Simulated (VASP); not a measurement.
# CaS (a.bA) (Fm-3m) in VASP: notebook, part 2 of 2

VASP 6.6.1. The steps go on from the part before.

## 4. Single point, PBEsol

This run uses another cell than the first one, of 22.34 Å³/atom, 0.991 times its volume.

INCAR reads:

```
SYSTEM = CaS
PREC     = Accurate       ! precision mode
ENCUT    = 500            ! plane-wave cutoff, eV
EDIFF    = 1E-6           ! SCF threshold, eV
ISMEAR   = 0              ! smearing method
SIGMA    = 0.02           ! smearing width, eV
LREAL    = .FALSE.        ! projectors in reciprocal space
LASPH    = .TRUE.         ! aspherical terms in the spheres
NELM     = 120            ! most SCF steps
ALGO     = Normal         ! electronic algorithm
ISIF     = 2              ! what is computed and relaxed
LWAVE    = .FALSE.        ! write WAVECAR
LCHARG   = .FALSE.        ! write CHGCAR
GGA      = PS             ! functional
NBANDS   = 15             ! bands
GGA_COMPAT= .FALSE.
```

KPOINTS reads:

```
regular mesh
0
G
  8 8 8
  0 0 0
```

POSCAR reads:

```
CaS
1.0
    0.0000000000      2.8163668930      2.8163668930
    2.8163668930      0.0000000000      2.8163668930
    2.8163668930      2.8163668930      0.0000000000
Ca S
1 1
Direct
    0.0000000000      0.0000000000      0.0000000000
    0.5000000000      0.5000000000      0.5000000000
```

Potentials or basis: VASP PAW PBE potentials, release 64 (Ca_sv, S).

The run is started by

```sh
$ cat potpaw_PBE.64/Ca_sv/POTCAR potpaw_PBE.64/S/POTCAR > POTCAR
$ mpirun -np 1 vasp_std > vasp.out
```

OUTCAR:

```text
SYSTEM = CaS
   PREC = Accurate
   ENCUT = 500
   EDIFF = 1E-6
   ISMEAR = 0
   LREAL = .FALSE.
   LASPH = .TRUE.
   NELM = 120
   ISIF = 2
   GGA = PS

 ion  position               nearest neighbor table
   1  0.000  0.000  0.000-   2 2.82   2 2.82   2 2.82   2 2.82   2 2.82   2 2.82
   2  0.500  0.500  0.500-   1 2.82   1 2.82   1 2.82   1 2.82   1 2.82   1 2.82

  LATTYP: Found a face centered cubic cell.
 ALAT       =     5.6327337860

  Lattice vectors:

 A1 = (   0.0000000000,   2.8163668930,   2.8163668930)
 A2 = (   2.8163668930,   0.0000000000,   2.8163668930)
 A3 = (   2.8163668930,   2.8163668930,   0.0000000000)

Analysis of symmetry for initial positions (statically):
=====================================================================
 Subroutine PRICEL returns:
 Original cell was already a primitive cell.

 Routine SETGRP: Setting up the symmetry group for a
 face centered cubic supercell.

 Subroutine GETGRP returns: Found 48 space group operations
 (whereof 48 operations were pure point group operations)
 out of a pool of 48 trial point group operations.

The static configuration has the point symmetry O_h .

Analysis of symmetry for dynamics (positions and initial velocities):
=====================================================================
 Subroutine PRICEL returns:
 Original cell was already a primitive cell.

 Routine SETGRP: Setting up the symmetry group for a
 face centered cubic supercell.

 Subroutine GETGRP returns: Found 48 space group operations
 (whereof 48 operations were pure point group operations)
 out of a pool of 48 trial point group operations.

The dynamic configuration has the point symmetry O_h .

 Subroutine INISYM returns: Found 48 space group operations
 (whereof 48 operations are pure point group operations),
 and found     1 'primitive' translations

----------------------------------------------------------------------------------------

[... 116 lines left out ...]
   LORBIT       =      0    0 simple, 1 ext, 2 COOP (PROOUT), +10 PAW based schemes
   GGA     = PS    functional components
   LHFCALC =     F    Hartree Fock is set to
   AEXX    =    0.0000 exact exchange contribution
   IVDW    =     0    specifies the selected vdW correction
   LEPSILON=     F    determine dielectric tensor
   LRPA    =     F    only Hartree local field effects (RPA)
 non-spin polarized calculation
 Gauss-broadening in eV      SIGMA  =   0.02
  energy-cutoff  :      500.00
  volume of cell :       44.68
 maximum number of plane-waves:      1158
 NGX is ok and might be reduce to    30
   NGX = 15   NGY = 15   NGZ = 15

 number of electron      16.0000000 magnetization

 Free energy of the ion-electron system (eV)
  ---------------------------------------------------
  ext. energy  EPLUGINS =         0.00000000
  ---------------------------------------------------
  free energy    TOTEN  =       -10.91595252 eV

  energy without entropy =      -10.91595252  energy(sigma->0) =      -10.91595252

 E-fermi :   3.0201     XC(G=0):  -9.6502

 val. band max:        2.8877105547   @ k =   0.0000   0.0000   0.0000
 cond. band min:       5.0396702609   @ k =   0.5000   0.5000   0.0000
 fundamental gap:      2.1519597062
 Fermi energy:         3.0200835697

 k-point     1 :       0.0000    0.0000    0.0000
  band No.  band energies     occupation
      1     -35.9962      2.00000
      2     -17.0626      2.00000
      3     -17.0626      2.00000
      4     -17.0626      2.00000
      5      -8.5546      2.00000
      6       2.8877      2.00000
      7       2.8877      2.00000
      8       2.8877      2.00000
      9       6.9631      0.00000
     10       6.9631      0.00000
     11       6.9631      0.00000
     12       7.0635      0.00000
     13       7.6216      0.00000
     14       7.6216      0.00000
[... 401 lines left out ...]
      2     -17.2271      2.00000
      3     -17.1218      2.00000
      4     -17.0937      2.00000
      5      -7.6957      2.00000
      6       0.1007      2.00000
      7       1.2921      2.00000
      8       1.6382      2.00000
      9       7.8230      0.00000
     10       8.1734      0.00000
     11       9.4134      0.00000
     12       9.7491      0.00000
     13      10.0345      0.00000
     14      10.9802      0.00000
     15      12.3793      0.00000

 [... further k-points ...]
[... 5 lines left out ...]
  --------------------------------------------------------------------------------------
  -------------------------------------------------------------------------------------
  Total        0.0570274      0.0570274      0.0570274      0.0000000      0.0000000      0.0000000
  in kB        2.0450138      2.0450138      2.0450138      0.0000000      0.0000000      0.0000000
  external PRESSURE =       2.0450138 kB  Pullay stress =       0.0000000 kB

 VOLUME and BASIS-vectors are now :
 -----------------------------------------------------------------------------
  energy-cutoff  :      500.00
  volume of cell :       44.68
      direct lattice vectors                 reciprocal lattice vectors
     0.000000000  2.816366893  2.816366893    -0.177533688  0.177533688  0.177533688
     2.816366893  0.000000000  2.816366893     0.177533688 -0.177533688  0.177533688
     2.816366893  2.816366893  0.000000000     0.177533688  0.177533688 -0.177533688

 POSITION                                       TOTAL-FORCE (eV/Angst)
 -----------------------------------------------------------------------------------
      0.00000      0.00000      0.00000        -0.000000      0.000000     -0.000000
      2.81637      2.81637      2.81637         0.000000     -0.000000      0.000000
 -----------------------------------------------------------------------------------
    total drift:                               -0.000000      0.000000      0.000000

  FREE ENERGIE OF THE ION-ELECTRON SYSTEM (eV)
  ---------------------------------------------------
  free  energy   TOTEN  =       -10.9159525173 eV

  energy  without entropy=      -10.9159525173  energy(sigma->0) =      -10.91595252
```

Run time: 11 s. Hardware: 1 thread of Intel Xeon 6975P-C (Granite Rapids), shared host; peak memory 0.17 GiB.

What came out:

* Free energy: -10.9160 eV
* Pressure: 0.2 GPa
* Band gap on the k mesh: 2.15 eV, indirect (least direct gap 3.00 eV)

Levels at points of the mesh, in eV from the valence-band top:
```csv
k point,band 5,band 6,band 7,band 8,band 9,band 10,band 11,band 12
"(0.00, 0.00, 0.00)",-11.44,0.00,0.00,0.00,4.08,4.08,4.08,4.18
"(0.50, 0.00, 0.00)",-10.54,-3.28,-1.25,-1.25,5.12,6.12,6.27,6.27
"(0.50, 0.50, 0.00)",-10.77,-2.39,-0.84,-0.84,2.15,5.64,6.05,6.91
```

Caveat: the PAW data sets were made with another functional, which shifts forces and pressure a little.
